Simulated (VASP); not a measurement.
# BaS in VASP: further runs

Aim: see how the results for BaS move with the level of theory and the settings. Levels: PBE, r2SCAN. Tasks: single point.

Program: VASP 6.6.1. These are calculated values, not measurements. Logs are shortened: lines on timing, memory, paths and dates and some standing lists are left out, and cuts for length are marked.

## 1. The cell of the first run

Symmetry: I4/mmm, No. 139, tetragonal system. The conventional cell has a = 4.439 Å, b = 4.439 Å, c = 6.424 Å, α = 90.00°, β = 90.00°, γ = 90.00°. Ba (site symmetry 4/mmm) has 6 S at 3.14 to 3.21 Å within 4.1 Å. Within 4.1 Å of S (site symmetry 4/mmm) lie 6 Ba at 3.14 to 3.21 Å.

## 2. Single point, PBE (biaxial xy strain -2.3%)

INCAR reads:

```
SYSTEM = BaS
PREC = Accurate
ENCUT = 520
EDIFF = 1E-6
ISMEAR = -1
SIGMA = 0.02
LREAL = .FALSE.
LASPH = .TRUE.
NELM = 80
ALGO = Normal
ISIF = 2
LWAVE = .FALSE.
LCHARG = .TRUE.
GGA = PE
LELF = .TRUE.
LVHAR = .TRUE.
NBANDS = 15
```

KPOINTS reads:

```
regular mesh
0
G
  8 8 8
  0 0 0
```

POSCAR reads:

```
BaS
1.0
    0.0000000000      3.1385669280      3.2117958739
    3.1385669280      0.0000000000      3.2117958739
    3.1385669280      3.1385669280      0.0000000000
Ba S
1 1
Direct
    0.0000000000      0.0000000000      0.0000000000
    0.5000000000      0.5000000000      0.5000000000
```

Potentials or basis: VASP PAW PBE potentials, release 64 (Ba_sv, S).

Launch:

```sh
cat potpaw_PBE.64/Ba_sv/POTCAR potpaw_PBE.64/S/POTCAR > POTCAR
mpirun -np 1 vasp_std > vasp.out
```

OUTCAR:

```text
SYSTEM = BaS
   PREC = Accurate
   ENCUT = 520
   EDIFF = 1E-6
   ISMEAR = -1
   LREAL = .FALSE.
   LASPH = .TRUE.
   NELM = 80
   ISIF = 2
   GGA = PE

 ion  position               nearest neighbor table
   1  0.000  0.000  0.000-   2 3.14   2 3.14   2 3.14   2 3.14   2 3.21   2 3.21
   2  0.500  0.500  0.500-   1 3.14   1 3.14   1 3.14   1 3.14   1 3.21   1 3.21

  LATTYP: Found a body centered tetragonal cell.
 ALAT       =     4.4386039160
 C/A-ratio  =     1.4472099492

  Lattice vectors:

 A1 = (  -3.1385669280,   0.0000000000,   3.2117958739)
 A2 = (   3.1385669280,   0.0000000000,   3.2117958739)
 A3 = (   0.0000000000,   3.1385669280,  -3.2117958739)

Analysis of symmetry for initial positions (statically):
=====================================================================
 Subroutine PRICEL returns:
 Original cell was already a primitive cell.

 Routine SETGRP: Setting up the symmetry group for a
 body centered tetragonal supercell.

 Subroutine GETGRP returns: Found 16 space group operations
 (whereof 16 operations were pure point group operations)
 out of a pool of 16 trial point group operations.

The static configuration has the point symmetry D_4h.

Analysis of symmetry for dynamics (positions and initial velocities):
=====================================================================
 Subroutine PRICEL returns:
 Original cell was already a primitive cell.

 Routine SETGRP: Setting up the symmetry group for a
 body centered tetragonal supercell.

 Subroutine GETGRP returns: Found 16 space group operations
 (whereof 16 operations were pure point group operations)
 out of a pool of 16 trial point group operations.

The dynamic configuration has the point symmetry D_4h.

 Subroutine INISYM returns: Found 16 space group operations
 (whereof 16 operations are pure point group operations),
 and found     1 'primitive' translations

----------------------------------------------------------------------------------------

                                     Primitive cell

  volume of cell :      63.2762

  direct lattice vectors                    reciprocal lattice vectors
     0.000000000  3.138566928  3.211795874    -0.159308376  0.159308376  0.155676145
     3.138566928  0.000000000  3.211795874     0.159308376 -0.159308376  0.155676145
     3.138566928  3.138566928  0.000000000     0.159308376  0.159308376 -0.155676145

  length of vectors
     4.490683144  4.490683144  4.438603916     0.273849191  0.273849191  0.273849191

  position of ions in fractional coordinates (direct lattice)
     0.000000000  0.000000000  0.000000000
     0.500000000  0.500000000  0.500000000

  ion indices of the primitive-cell ions
   primitive index   ion index
                 1           1
                 2           2

----------------------------------------------------------------------------------------

 KPOINTS: regular mesh

Automatic generation of k-mesh.
 Grid dimensions read from file:
 generate k-points for:    8    8    8

 Generating k-lattice:

  Cartesian coordinates                     Fractional coordinates (reciprocal lattice)
    -0.019913547  0.019913547  0.019459518     0.125000000 -0.000000000  0.000000000
     0.019913547 -0.019913547  0.019459518    -0.000000000  0.125000000  0.000000000
     0.019913547  0.019913547 -0.019459518     0.000000000  0.000000000  0.125000000

  Length of vectors
     0.034231149  0.034231149  0.034231149

  Shift w.r.t. Gamma in fractional coordinates (k-lattice)
     0.000000000  0.000000000  0.000000000

 Subroutine IBZKPT returns following result:
 ===========================================

 Found     59 irreducible k-points:

 Following reciprocal coordinates:
            Coordinates               Weight
  0.000000  0.000000  0.000000      1.000000
  0.125000  0.000000  0.000000      8.000000
  0.250000  0.000000  0.000000      8.000000
  0.375000  0.000000  0.000000      8.000000
  0.500000  0.000000  0.000000      4.000000
  0.125000  0.125000  0.000000      2.000000
[... 16 lines left out ...]
  0.250000  0.000000  0.125000     16.000000
  0.375000 -0.000000  0.125000     16.000000
 [... further k-points ...]
   k-points           NKPTS =     59   k-points in BZ     NKDIM =     59   number of bands    NBANDS=     15
   number of dos      NEDOS =    301   number of ions     NIONS =      2
   total plane-waves  NPLWV =  46656
   dimension x,y,z NGX =    36 NGY =   36 NGZ =   36
   dimension x,y,z NGXF=    72 NGYF=   72 NGZF=   72
   ions per type =               1   1
   NGX,Y,Z   is equivalent  to a cutoff of  13.33, 13.33, 13.48 a.u.
   NGXF,Y,Z  is equivalent  to a cutoff of  26.65, 26.65, 26.97 a.u.
 SYSTEM =  BaS
   PREC   = accura    normal or accurate (medium, high low for compatibility)
   ISTART =      0    job   : 0-new  1-cont  2-samecut
   ICHARG =      2    charge: 1-file 2-atom 10-const
   ISPIN  =      1    spin polarized calculation?
   LNONCOLLINEAR =      F non collinear calculations
   LSORBIT =      F    spin-orbit coupling
   LASPH  =      T    aspherical Exc in radial PAW
   ENCUT  =  520.0 eV  38.22 Ry    6.18 a.u.   8.35  8.35  8.25*2*pi/ulx,y,z
   NELM   =     80;   NELMIN=  2; NELMDL= -5     # of ELM steps
   EDIFF  = 0.1E-05   stopping-criterion for ELM
   LREAL  =      F    real-space projection
   EDIFFG = 0.1E-04   stopping-criterion for IOM
   NSW    =      0    number of steps for IOM
   IBRION =     -1    ionic relax: 0-MD 1-quasi-New 2-CG
   NFREE  =      0    steps in history (QN), initial steepest desc. (CG)
   ISIF   =      2    stress and relaxation
   ISYM   =      2    0-nonsym 1-usesym 2-fastsym
   POTIM  = 0.5000    time-step for ionic-motion
   TEBEG  =    0.0;   TEEND  =   0.0 temperature during run
   PSTRESS=    0.0 pullay stress
   NELECT =      16.0000    total number of electrons
   NUPDOWN=      -1.0000    fix difference up-down
   EMIN   =  10.00;   EMAX   =-10.00  energy-range for DOS
   EFERMI =   0.00;   METHOD = LEGACY
   ISMEAR =    -1;   SIGMA  =   0.02  broadening in eV -4-tet -1-fermi 0-gaus
   EFERMI_NEDOS =   21; number of points for ismear=-14 and -15
   IALGO  =     38    algorithm
   IMIX   =      4    mixing-type and parameters
     AMIX     =   0.40;   BMIX     =  1.00
     AMIX_MAG =   1.60;   BMIX_MAG =  1.00
  volume/ion in A,a.u.               =      31.64       213.50
  Fermi-wavevector in a.u.,A,eV,Ry     =   1.035225  1.956291 14.581227  1.071690
  Thomas-Fermi vector in A             =   2.169558
   LORBIT       =      0    0 simple, 1 ext, 2 COOP (PROOUT), +10 PAW based schemes
   GGA     = PE    functional components
   LHFCALC =     F    Hartree Fock is set to
   AEXX    =    0.0000 exact exchange contribution
   IVDW    =     0    specifies the selected vdW correction
   LEPSILON=     F    determine dielectric tensor
   LRPA    =     F    only Hartree local field effects (RPA)
 non-spin polarized calculation
  energy-cutoff  :      520.00
  volume of cell :       63.28
 maximum number of plane-waves:      1727
 NGX is ok and might be reduce to    36
   NGX = 17   NGY = 17   NGZ = 17

 number of electron      15.9999999 magnetization

 Free energy of the ion-electron system (eV)
  ---------------------------------------------------
  ext. energy  EPLUGINS =         0.00000000
  ---------------------------------------------------
  free energy    TOTEN  =       -10.15235756 eV

  energy without entropy =      -10.15235756  energy(sigma->0) =      -10.15235756

 E-fermi :   2.0428     XC(G=0):  -8.7471

 val. band max:        1.6372332205   @ k =   0.0000   0.0000   0.0000
 cond. band min:       3.6597975912   @ k =   0.5000   0.0000   0.5000
 fundamental gap:      2.0225643707
 Fermi energy:         2.0428053683

 k-point     1 :       0.0000    0.0000    0.0000
  band No.  band energies     occupation
      1     -24.3735      2.00000
      2      -9.4270      2.00000
      3      -9.4270      2.00000
      4      -9.4246      2.00000
      5      -8.7985      2.00000
      6       1.5557      2.00000
      7       1.6372      2.00000
      8       1.6372      2.00000
      9       5.3223      0.00000
     10       5.3689      0.00000
     11       5.5363      0.00000
     12       5.5363      0.00000
     13       6.4041      0.00000
     14       6.5044      0.00000
     15      10.3957      0.00000

 k-point     2 :       0.1250    0.0000    0.0000
  band No.  band energies     occupation
      1     -24.3659      2.00000
      2      -9.7927      2.00000
      3      -9.4334      2.00000
      4      -9.4312      2.00000
      5      -8.4183      2.00000
      6       1.1850      2.00000
      7       1.3702      2.00000
      8       1.4062      2.00000
      9       5.4752      0.00000
     10       5.6893      0.00000
     11       5.7703      0.00000
     12       5.9233      0.00000
     13       6.8766      0.00000
     14       6.9940      0.00000
     15      11.0407      0.00000

 k-point     3 :       0.2500    0.0000    0.0000
  band No.  band energies     occupation
      1     -24.3476      2.00000
      2     -10.2647      2.00000
      3      -9.4529      2.00000
      4      -9.4413      2.00000
      5      -7.9104      2.00000
      6       0.4259      2.00000
      7       0.9385      2.00000
      8       0.9531      2.00000
      9       5.7352      0.00000
     10       6.3704      0.00000
     11       6.4271      0.00000
     12       7.1225      0.00000
     13       8.0492      0.00000
     14       8.2117      0.00000
     15      12.3546      0.00000
[... 343 lines left out ...]
 k-point    23 :       0.2500    0.0000    0.1250
  band No.  band energies     occupation
      1     -24.3483      2.00000
      2     -10.1538      2.00000
      3      -9.4884      2.00000
      4      -9.4716      2.00000
      5      -8.0130      2.00000
      6       0.3734      2.00000
      7       1.1797      2.00000
      8       1.2857      2.00000
      9       5.0307      0.00000
     10       6.3695      0.00000
     11       6.6550      0.00000
     12       6.7923      0.00000
     13       7.1981      0.00000
     14       9.0547      0.00000
     15      12.4029      0.00000

 k-point    24 :       0.3750   -0.0000    0.1250
  band No.  band energies     occupation
      1     -24.3300      2.00000
      2     -10.4599      2.00000
      3      -9.5059      2.00000
      4      -9.4904      2.00000
      5      -7.7183      2.00000
      6       0.0325      2.00000
      7       0.7326      2.00000
      8       0.8907      2.00000
      9       5.4602      0.00000
     10       7.4431      0.00000
     11       7.5364      0.00000
     12       7.6873      0.00000
     13       8.4067      0.00000
     14       9.9865      0.00000
     15      11.9953      0.00000

 [... further k-points ...]
[... 5 lines left out ...]
  --------------------------------------------------------------------------------------
  -------------------------------------------------------------------------------------
  Total        1.4744015      1.4744015      0.5826422      0.0000000      0.0000000      0.0000000
  in kB       37.3323743     37.3323743     14.7527091      0.0000000      0.0000000      0.0000000
  external PRESSURE =      29.8058193 kB  Pullay stress =       0.0000000 kB

 VOLUME and BASIS-vectors are now :
 -----------------------------------------------------------------------------
  energy-cutoff  :      520.00
  volume of cell :       63.28
      direct lattice vectors                 reciprocal lattice vectors
     0.000000000  3.138566928  3.211795874    -0.159308376  0.159308376  0.155676145
     3.138566928  0.000000000  3.211795874     0.159308376 -0.159308376  0.155676145
     3.138566928  3.138566928  0.000000000     0.159308376  0.159308376 -0.155676145

 POSITION                                       TOTAL-FORCE (eV/Angst)
 -----------------------------------------------------------------------------------
      0.00000      0.00000      0.00000         0.000000      0.000000     -0.000000
      3.13857      3.13857      3.21180         0.000000      0.000000      0.000000
 -----------------------------------------------------------------------------------
    total drift:                                0.000000      0.000000      0.000000

  FREE ENERGIE OF THE ION-ELECTRON SYSTEM (eV)
  ---------------------------------------------------
  free  energy   TOTEN  =       -10.1523575608 eV

  energy  without entropy=      -10.1523575608  energy(sigma->0) =      -10.15235756
```

It took 29 s on 1 thread of Intel Xeon Platinum 8559C (Emerald Rapids), shared host; peak memory 0.24 GiB.

What came out:

- Free energy: -10.1524 eV
- Pressure: 3.0 GPa
- Band gap on the k mesh: 2.02 eV, indirect (least direct gap 2.14 eV)

Stress tensor (GPa, compression positive):
```
3.73 0.00 0.00
0.00 3.73 0.00
0.00 0.00 1.48
```

Levels at points of the mesh, in eV from the valence-band top:
```csv
k point,band 5,band 6,band 7,band 8,band 9,band 10,band 11,band 12
"(0.00, 0.00, 0.00)",-10.44,-0.08,0.00,0.00,3.69,3.73,3.90,3.90
"(0.50, 0.00, 0.00)",-9.05,-2.03,-1.18,-1.17,5.61,5.75,6.37,6.42
"(0.50, 0.50, 0.00)",-10.35,-0.60,-0.11,-0.11,2.04,5.95,6.18,7.64
"(0.50, 0.00, 0.50)",-10.35,-0.47,-0.21,-0.12,2.02,5.93,6.26,7.50
```

Caveat: the cell differs from its parent crystal (biaxial xy strain -2.3%); spin-orbit coupling is left out, which moves the levels of the heavy elements. A k mesh can miss the band edges.

## 3. Single point, PBE (epitaxial 111 strain +1.2%)

INCAR: that of step 2 with these lines changed.

```diff
@@ -3,3 +3,3 @@
 ENCUT = 520
-EDIFF = 1E-6
+EDIFF = 1E-7
 ISMEAR = -1
```

KPOINTS is that of step 2.

POSCAR reads:

```
BaS
1.0
   -0.0479357085      3.2030440750      3.2030440750
    3.2030440750     -0.0479357085      3.2030440750
    3.2030440750      3.2030440750     -0.0479357085
Ba S
1 1
Direct
    0.0000000000      0.0000000000      0.0000000000
    0.5000000000      0.5000000000      0.5000000000
```

Potentials or basis: VASP PAW PBE potentials, release 64 (Ba_sv, S).

Launch:

```sh
cat potpaw_PBE.64/Ba_sv/POTCAR potpaw_PBE.64/S/POTCAR > POTCAR
mpirun -np 1 vasp_std > vasp.out
```

OUTCAR:

```text
SYSTEM = BaS
   PREC = Accurate
   ENCUT = 520
   EDIFF = 1E-7
   ISMEAR = -1
   LREAL = .FALSE.
   LASPH = .TRUE.
   NELM = 80
   ISIF = 2
   GGA = PE

 ion  position               nearest neighbor table
   1  0.000  0.000  0.000-   2 3.23   2 3.23   2 3.23   2 3.23   2 3.23   2 3.23
   2  0.500  0.500  0.500-   1 3.23   1 3.23   1 3.23   1 3.23   1 3.23   1 3.23

  LATTYP: Found a trigonal (rhomboedric) cell.
 ALAT       =     4.5300420003
 COS(alpha) =     0.4849800167

  Lattice vectors:

[... 610 lines left out ...]
     10       6.0310      0.00000
     11       6.4629      0.00000
     12       7.1386      0.00000
     13       7.9332      0.00000
     14       8.7846      0.00000
     15      11.4355      0.00000

 [... further k-points ...]
[... 5 lines left out ...]
  --------------------------------------------------------------------------------------
  -------------------------------------------------------------------------------------
  Total        0.0161508      0.0161508      0.0161508      0.1131166      0.1131166      0.1131166
  in kB        0.3850749      0.3850749      0.3850749      2.6969785      2.6969785      2.6969785
  external PRESSURE =       0.3850749 kB  Pullay stress =       0.0000000 kB

 VOLUME and BASIS-vectors are now :
 -----------------------------------------------------------------------------
  energy-cutoff  :      520.00
  volume of cell :       67.20
      direct lattice vectors                 reciprocal lattice vectors
    -0.047935709  3.203044075  3.203044075    -0.152640252  0.154959323  0.154959323
     3.203044075 -0.047935709  3.203044075     0.154959323 -0.152640252  0.154959323
     3.203044075  3.203044075 -0.047935709     0.154959323  0.154959323 -0.152640252

 POSITION                                       TOTAL-FORCE (eV/Angst)
 -----------------------------------------------------------------------------------
      0.00000      0.00000      0.00000        -0.000000      0.000000      0.000000
      3.17908      3.17908      3.17908         0.000000     -0.000000     -0.000000
 -----------------------------------------------------------------------------------
    total drift:                                0.000000      0.000000      0.000000

  FREE ENERGIE OF THE ION-ELECTRON SYSTEM (eV)
  ---------------------------------------------------
  free  energy   TOTEN  =       -10.1916593586 eV

  energy  without entropy=      -10.1916593586  energy(sigma->0) =      -10.19165936
```

Run time: 36 s. Hardware: 1 thread of Intel Xeon Platinum 8559C (Emerald Rapids), shared host; peak memory 0.24 GiB.

What came out:

- Free energy: -10.1917 eV
- Pressure: 0.0 GPa
- Band gap on the k mesh: 2.12 eV, indirect (least direct gap 2.29 eV)

Caveat: the cell differs from its parent crystal (epitaxial 111 strain +1.2%); spin-orbit coupling is left out, which moves the levels of the heavy elements. A k mesh can miss the band edges.

(Continued in part 2 of 2.)
